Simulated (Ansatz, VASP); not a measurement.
Al: VASP beside Ansatz

```
Al
1.0
    -1.59122    1.59122    1.59122
     1.59122   -1.59122    1.59122
     1.59122    1.59122   -1.59122
Al
1
Cartesian
  0.0000 0.0000 0.0000
```

Alike in both runs: task relaxation of cell and atoms; functional BLYP; dispersion D3(BJ); k mesh 13 × 13 × 13; occupations fermi-dirac, width 0.15 eV; no spin polarisation.

```csv
,VASP,Ansatz
version,VASP 6.6.1,Ansatz 0.2.0
potentials or method,"VASP PAW PBE potentials, release 64 (Al), cutoff 600 eV","plane waves, PAW"
valence electrons in the cell,3,3
```

Ansatz gave:

* relaxed volume (Å³/atom): 15.93
* relaxed cell length with the largest relative difference (Å): 2.745

Task: Estimate VASP's values.

Result: Relaxed volume (Å³/atom): 15.97; relaxed cell length with the largest relative difference (Å): 2.748.

VASP's potentials were made for PBE, not for BLYP.
